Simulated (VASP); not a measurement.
# WC (Fm-3m) in VASP: further runs

WC is run at these levels: PBEsol; tasks: single point.

All numbers are computed with VASP 6.6.1; they aren't measurements. Logs are shortened: lines on timing, memory, paths and dates and some standing lists are left out, and cuts for length are marked.

### Step 1. The cell of the first run

It takes space group Fm-3m (No. 225, cubic). Conventional cell: a = 4.345 Å, b = 4.345 Å, c = 4.345 Å, α = 90.00°, β = 90.00°, γ = 90.00°. W (site symmetry m-3m) has 6 C at 2.17 Å within 2.9 Å. Within 2.9 Å of C (site symmetry m-3m) lie 6 W at 2.17 Å.

### Step 2. Single point, PBEsol

The input, INCAR:

```
PREC     = Accurate       # precision mode
ENCUT    = 520            # plane-wave cutoff, eV
EDIFF    = 1E-6           # SCF threshold, eV
ISMEAR   = 0              # smearing method
SIGMA    = 0.15           # smearing width, eV
LREAL    = False          # projectors in reciprocal space
LASPH    = True           # aspherical terms in the spheres
NELM     = 60             # most SCF steps
ALGO     = Normal         # electronic algorithm
ISIF     = 2              # what is computed and relaxed
LWAVE    = False          # write WAVECAR
LCHARG   = True           # write CHGCAR
GGA      = PS             # functional
LELF     = True           # ELF
LVHAR    = True         
NBANDS   = 16             # bands
```

The input, KPOINTS:

```
Automatic mesh
0
Gamma
  24 24 24
```

The input, POSCAR:

```
WC
1.0
    0.0000000000      2.1726853742      2.1726853742
    2.1726853742      0.0000000000      2.1726853742
    2.1726853742      2.1726853742      0.0000000000
W C
1 1
Direct
    0.0000000000      0.0000000000      0.0000000000
    0.5000000000      0.5000000000      0.5000000000
```

Potentials or basis: VASP PAW PBE potentials, release 64 (W_sv, C).

The run is started by

```bash
> cat potpaw_PBE.64/W_sv/POTCAR potpaw_PBE.64/C/POTCAR > POTCAR
> mpirun -np 1 vasp_std > vasp.out
```

OUTCAR:

```text
PREC = Accurate
   ENCUT = 520
   EDIFF = 1E-6
   ISMEAR = 0
   LREAL = False
   LASPH = True
   NELM = 60
   ISIF = 2
   GGA = PS

 ion  position               nearest neighbor table
   1  0.000  0.000  0.000-   2 2.17   2 2.17   2 2.17   2 2.17   2 2.17   2 2.17
   2  0.500  0.500  0.500-   1 2.17   1 2.17   1 2.17   1 2.17   1 2.17   1 2.17

  LATTYP: Found a face centered cubic cell.
 ALAT       =     4.3453707484

  Lattice vectors:

 A1 = (   0.0000000000,   2.1726853742,   2.1726853742)
 A2 = (   2.1726853742,   0.0000000000,   2.1726853742)
 A3 = (   2.1726853742,   2.1726853742,   0.0000000000)

Analysis of symmetry for initial positions (statically):
=====================================================================
 Subroutine PRICEL returns:
 Original cell was already a primitive cell.

 Routine SETGRP: Setting up the symmetry group for a
 face centered cubic supercell.

 Subroutine GETGRP returns: Found 48 space group operations
 (whereof 48 operations were pure point group operations)
 out of a pool of 48 trial point group operations.

The static configuration has the point symmetry O_h .

Analysis of symmetry for dynamics (positions and initial velocities):
=====================================================================
 Subroutine PRICEL returns:
 Original cell was already a primitive cell.

 Routine SETGRP: Setting up the symmetry group for a
 face centered cubic supercell.

 Subroutine GETGRP returns: Found 48 space group operations
 (whereof 48 operations were pure point group operations)
 out of a pool of 48 trial point group operations.

The dynamic configuration has the point symmetry O_h .

 Subroutine INISYM returns: Found 48 space group operations
 (whereof 48 operations are pure point group operations),
 and found     1 'primitive' translations

----------------------------------------------------------------------------------------

                                     Primitive cell

  volume of cell :      20.5126

  direct lattice vectors                    reciprocal lattice vectors
     0.000000000  2.172685374  2.172685374    -0.230129961  0.230129961  0.230129961
     2.172685374  0.000000000  2.172685374     0.230129961 -0.230129961  0.230129961
     2.172685374  2.172685374  0.000000000     0.230129961  0.230129961 -0.230129961

  length of vectors
     3.072641123  3.072641123  3.072641123     0.398596784  0.398596784  0.398596784

  position of ions in fractional coordinates (direct lattice)
     0.000000000  0.000000000  0.000000000
     0.500000000  0.500000000  0.500000000

  ion indices of the primitive-cell ions
   primitive index   ion index
                 1           1
                 2           2

----------------------------------------------------------------------------------------

 KPOINTS: Automatic mesh

Automatic generation of k-mesh.
 Grid dimensions read from file:
 generate k-points for:   24   24   24

 Generating k-lattice:

  Cartesian coordinates                     Fractional coordinates (reciprocal lattice)
    -0.009588748  0.009588748  0.009588748     0.041666667  0.000000000  0.000000000
     0.009588748 -0.009588748  0.009588748     0.000000000  0.041666667  0.000000000
     0.009588748  0.009588748 -0.009588748     0.000000000  0.000000000  0.041666667

  Length of vectors
     0.016608199  0.016608199  0.016608199

  Shift w.r.t. Gamma in fractional coordinates (k-lattice)
     0.000000000  0.000000000  0.000000000

 Subroutine IBZKPT returns following result:
 ===========================================

 Found    413 irreducible k-points:

 Following reciprocal coordinates:
            Coordinates               Weight
  0.000000  0.000000  0.000000      1.000000
  0.041667  0.000000  0.000000      8.000000
  0.083333  0.000000  0.000000      8.000000
  0.125000  0.000000  0.000000      8.000000
  0.166667  0.000000  0.000000      8.000000
  0.208333  0.000000  0.000000      8.000000
[... 16 lines left out ...]
  0.416667  0.041667  0.000000     24.000000
  0.458333  0.041667  0.000000     24.000000
 [... further k-points ...]
   k-points           NKPTS =    413   k-points in BZ     NKDIM =    413   number of bands    NBANDS=     16
   number of dos      NEDOS =    301   number of ions     NIONS =      2
   total plane-waves  NPLWV =  13824
   dimension x,y,z NGX =    24 NGY =   24 NGZ =   24
   dimension x,y,z NGXF=    48 NGYF=   48 NGZF=   48
   ions per type =               1   1
   NGX,Y,Z   is equivalent  to a cutoff of  12.99, 12.99, 12.99 a.u.
   NGXF,Y,Z  is equivalent  to a cutoff of  25.97, 25.97, 25.97 a.u.
 SYSTEM =  unknown system
   PREC   = accura    normal or accurate (medium, high low for compatibility)
   ISTART =      0    job   : 0-new  1-cont  2-samecut
   ICHARG =      2    charge: 1-file 2-atom 10-const
   ISPIN  =      1    spin polarized calculation?
   LNONCOLLINEAR =      F non collinear calculations
   LSORBIT =      F    spin-orbit coupling
   LASPH  =      T    aspherical Exc in radial PAW
   ENCUT  =  520.0 eV  38.22 Ry    6.18 a.u.   5.71  5.71  5.71*2*pi/ulx,y,z
   NELM   =     60;   NELMIN=  2; NELMDL= -5     # of ELM steps
   EDIFF  = 0.1E-05   stopping-criterion for ELM
   LREAL  =      F    real-space projection
   EDIFFG = 0.1E-04   stopping-criterion for IOM
   NSW    =      0    number of steps for IOM
   IBRION =     -1    ionic relax: 0-MD 1-quasi-New 2-CG
   NFREE  =      0    steps in history (QN), initial steepest desc. (CG)
   ISIF   =      2    stress and relaxation
   ISYM   =      2    0-nonsym 1-usesym 2-fastsym
   POTIM  = 0.5000    time-step for ionic-motion
   TEBEG  =    0.0;   TEEND  =   0.0 temperature during run
   PSTRESS=    0.0 pullay stress
   NELECT =      18.0000    total number of electrons
   NUPDOWN=      -1.0000    fix difference up-down
   EMIN   =  10.00;   EMAX   =-10.00  energy-range for DOS
   EFERMI =   0.00;   METHOD = LEGACY
   ISMEAR =     0;   SIGMA  =   0.15  broadening in eV -4-tet -1-fermi 0-gaus
   EFERMI_NEDOS =   21; number of points for ismear=-14 and -15
   IALGO  =     38    algorithm
   IMIX   =      4    mixing-type and parameters
     AMIX     =   0.40;   BMIX     =  1.00
     AMIX_MAG =   1.60;   BMIX_MAG =  1.00
  volume/ion in A,a.u.               =      10.26        69.21
  Fermi-wavevector in a.u.,A,eV,Ry     =   1.567324  2.961813 33.422780  2.456505
  Thomas-Fermi vector in A             =   2.669521
   LORBIT       =      0    0 simple, 1 ext, 2 COOP (PROOUT), +10 PAW based schemes
   GGA     = PS    functional components
   LHFCALC =     F    Hartree Fock is set to
   AEXX    =    0.0000 exact exchange contribution
   IVDW    =     0    specifies the selected vdW correction
   LEPSILON=     F    determine dielectric tensor
   LRPA    =     F    only Hartree local field effects (RPA)
 non-spin polarized calculation
 Gauss-broadening in eV      SIGMA  =   0.15
  energy-cutoff  :      520.00
  volume of cell :       20.51
 maximum number of plane-waves:       568
   NGX = 11   NGY = 11   NGZ = 11

 number of electron      18.0000000 magnetization

 Free energy of the ion-electron system (eV)
  ---------------------------------------------------
  ext. energy  EPLUGINS =         0.00000000
  ---------------------------------------------------
  free energy    TOTEN  =       -23.00204824 eV

  energy without entropy =      -22.99133289  energy(sigma->0) =      -22.99669056

 E-fermi :  12.6700     XC(G=0): -13.9952

 val. band max:       12.6640894327   @ k =   0.3333   0.0417   0.0000
 cond. band min:      12.6765301869   @ k =  -0.2500   0.3333   0.0833
 fundamental gap:      0.0124407542
 Fermi energy:        12.6700236398

 k-point     1 :       0.0000    0.0000    0.0000
  band No.  band energies     occupation
      1     -62.6803      2.00000
      2     -26.6743      2.00000
      3     -26.6743      2.00000
      4     -26.6743      2.00000
      5      -3.3466      2.00000
      6       9.8092      2.00000
[... 8 lines left out ...]
     15      22.2713      0.00000
     16      36.4163      0.00000

 k-point     2 :       0.0417    0.0000    0.0000
  band No.  band energies     occupation
      1     -62.6796      2.00000
      2     -26.6861      2.00000
      3     -26.6756      2.00000
      4     -26.6756      2.00000
      5      -3.2954      2.00000
      6       9.6135      2.00000
[... 8 lines left out ...]
     15      22.3939      0.00000
     16      35.7039      0.00000

 k-point     3 :       0.0833    0.0000    0.0000
  band No.  band energies     occupation
      1     -62.6775      2.00000
      2     -26.7204      2.00000
      3     -26.6792      2.00000
      4     -26.6792      2.00000
      5      -3.1435      2.00000
      6       9.1294      2.00000
[... 8 lines left out ...]
     15      22.7489      0.00000
     16      34.3271      0.00000

 k-point     4 :       0.1250    0.0000    0.0000
  band No.  band energies     occupation
      1     -62.6741      2.00000
      2     -26.7746      2.00000
      3     -26.6850      2.00000
      4     -26.6850      2.00000
      5      -2.8957      2.00000
      6       8.4970      2.00000
[... 8 lines left out ...]
     15      23.2947      0.00000
     16      32.8620      0.00000
[... 324 lines left out ...]
 k-point    22 :       0.3750    0.0417    0.0000
  band No.  band energies     occupation
      1     -62.6450      2.00000
      2     -27.2145      2.00000
      3     -26.7425      2.00000
      4     -26.7342      2.00000
      5      -0.1586      2.00000
      6       4.3937      2.00000
[... 8 lines left out ...]
     15      26.0363      0.00000
     16      26.5545      0.00000

 k-point    23 :       0.4167    0.0417    0.0000
  band No.  band energies     occupation
      1     -62.6413      2.00000
      2     -27.2693      2.00000
      3     -26.7471      2.00000
      4     -26.7425      2.00000
      5       0.4298      2.00000
      6       3.7417      2.00000
[... 8 lines left out ...]
     15      25.7047      0.00000
     16      25.7829      0.00000

 k-point    24 :       0.4583    0.0417    0.0000
  band No.  band energies     occupation
      1     -62.6387      2.00000
      2     -27.3065      2.00000
      3     -26.7493      2.00000
      4     -26.7490      2.00000
      5       0.9928      2.00000
      6       3.1426      2.00000
[... 8 lines left out ...]
     15      25.0433      0.00000
     16      25.0888      0.00000

 [... further k-points ...]
[... 5 lines left out ...]
  --------------------------------------------------------------------------------------
  -------------------------------------------------------------------------------------
  Total        0.1446929      0.1446929      0.1446929     -0.0000000     -0.0000000     -0.0000000
  in kB       11.3015316     11.3015316     11.3015316     -0.0000000     -0.0000000     -0.0000000
  external PRESSURE =      11.3015316 kB  Pullay stress =       0.0000000 kB

 VOLUME and BASIS-vectors are now :
 -----------------------------------------------------------------------------
  energy-cutoff  :      520.00
  volume of cell :       20.51
      direct lattice vectors                 reciprocal lattice vectors
     0.000000000  2.172685374  2.172685374    -0.230129961  0.230129961  0.230129961
     2.172685374  0.000000000  2.172685374     0.230129961 -0.230129961  0.230129961
     2.172685374  2.172685374  0.000000000     0.230129961  0.230129961 -0.230129961

 POSITION                                       TOTAL-FORCE (eV/Angst)
 -----------------------------------------------------------------------------------
      0.00000      0.00000      0.00000        -0.000000     -0.000000      0.000000
      2.17269      2.17269      2.17269         0.000000      0.000000     -0.000000
 -----------------------------------------------------------------------------------
    total drift:                                0.000000     -0.000000     -0.000000

  FREE ENERGIE OF THE ION-ELECTRON SYSTEM (eV)
  ---------------------------------------------------
  free  energy   TOTEN  =       -23.0020482411 eV

  energy  without entropy=      -22.9913328854  energy(sigma->0) =      -22.99669056
```

Run time: 1.8 min. Hardware: 1 thread of Intel Xeon 8259CL, shared host; peak memory 0.25 GiB.

Results:

```
Free energy            : -23.0020 eV
Pressure               : 1.1 GPa
Band gap on the k mesh : zero (bands 9 and 10 overlap by 3.30 eV)
```

Caveat: the PAW data sets were made with another functional, which shifts forces and pressure a little; spin-orbit coupling is left out, which moves the levels of the heavy elements.

### Step 3. Single point, PBEsol

This run uses another cell than the first one: it holds 8 atoms, not 2.

The input, INCAR:

```
PREC = Accurate
ENCUT = 520
EDIFF = 1E-7
ISMEAR = 0
SIGMA = 0.15
LREAL = False
LASPH = True
NELM = 100
ALGO = Normal
ISIF = 2
LWAVE = False
LCHARG = True
GGA = PS
LELF = True
LVHAR = True
NBANDS = 46
```

The input, KPOINTS:

```
Automatic mesh
0
Gamma
  14 14 14
```

The input, POSCAR:

```
WC
1.0
    4.3453707484      0.0000000000      0.0000000000
    0.0000000000     -4.3453707484      0.0000000000
    0.0000000000      0.0000000000     -4.3453707484
W C
4 4
Direct
    0.0000000000      1.0000000000      1.0000000000
    0.5000000000      0.5000000000      1.0000000000
    0.5000000000      1.0000000000      0.5000000000
    0.0000000000      0.5000000000      0.5000000000
    0.5000000000      0.0000000000      0.0000000000
    0.0000000000      0.5000000000      0.0000000000
    0.0000000000      0.0000000000      0.5000000000
    0.5000000000      0.5000000000      0.5000000000
```

Potentials or basis: VASP PAW PBE potentials, release 64 (W_sv, C).

The run is started by

```bash
> cat potpaw_PBE.64/W_sv/POTCAR potpaw_PBE.64/C/POTCAR > POTCAR
> mpirun -np 1 vasp_std > vasp.out
```

Run time: 6.6 min. Hardware: 1 thread of Intel Xeon 8259CL, shared host; peak memory 0.42 GiB.

It converged, with:

```yaml
Free_energy: -92.0147 eV
Pressure: 1.1 GPa
Band_gap_on_the_k_mesh: zero (bands 36 and 37 overlap by 3.24 eV)
```

Levels at points of the mesh, in eV from the Fermi level:
```csv
k point,band 32,band 33,band 34,band 35,band 36,band 37,band 38,band 39,band 40,band 41
"(0.00, 0.00, 0.00)",-2.51,-2.51,-2.51,-2.51,-1.07,-1.07,-1.07,-0.99,-0.99,0.91
"(0.50, 0.00, 0.00)",-3.47,-3.47,-3.47,-0.13,-0.13,0.52,0.52,0.52,0.52,2.03
"(0.50, 0.50, 0.00)",-6.07,-0.47,-0.47,-0.47,-0.47,1.47,1.47,1.47,1.47,2.10
"(0.50, 0.50, 0.50)",-6.76,1.11,1.11,1.11,1.11,1.11,1.11,1.11,1.11,2.46
```

Caveat: the PAW data sets were made with another functional, which shifts forces and pressure a little; spin-orbit coupling is left out, which moves the levels of the heavy elements.
